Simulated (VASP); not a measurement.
Wanted: the native input for a VASP 6.6.1 run.

| Quantity | Value |
| --- | --- |
| Task | single point |
| Functional | PBE |
| Potentials or basis | VASP PAW PBE potentials, release 64 (Hf_pv, N) |
| Cutoff | 520 eV |
| k mesh | 14 × 14 × 14 |
| Occupations | fermi-dirac, width 0.05 eV |
| Spin | no spin polarisation |
| Dipole correction | no |
| Further INCAR settings | ALGO = Normal; EDIFF = 1e-06; NBANDS = 14 |

The structure of HfN (CsCl type) lies in POSCAR:

```
HfN
1.0
    2.7072662135      0.0000000000      0.0000000000
    0.0000000000      2.7072662135      0.0000000000
    0.0000000000      0.0000000000      2.7072662135
Hf N
1 1
Direct
    0.0000000000      0.0000000000      0.0000000000
    0.5000000000      0.5000000000      0.5000000000
```

This cell differs from its parent crystal: volume scaled by 0.88.

These files were run (other wordings do the same):

INCAR

```
  PREC = Accurate
  ENCUT = 520
  EDIFF = 1E-6
  ISMEAR = -1
  SIGMA = 0.05
  LREAL = False
  LASPH = True
  NELM = 100
  ALGO = Normal
  ISIF = 2
  LWAVE = False
  LCHARG = False
  GGA = PE
  NBANDS = 14
```

KPOINTS

```
Automatic mesh
0
Gamma
  14 14 14
```

Potentials or basis: VASP PAW PBE potentials, release 64 (Hf_pv, N).

Launch:

```sh
$ cat potpaw_PBE.64/Hf_pv/POTCAR potpaw_PBE.64/N/POTCAR > POTCAR
$ mpirun -np 1 vasp_std > vasp.out
```

Results of the run:

```yaml
Pressure: 35.5 GPa
```

It took 10 s on 1 thread of Intel(R) Xeon(R) 6975P-C (Granite Rapids), on a shared host, peak memory 0.15 GiB.
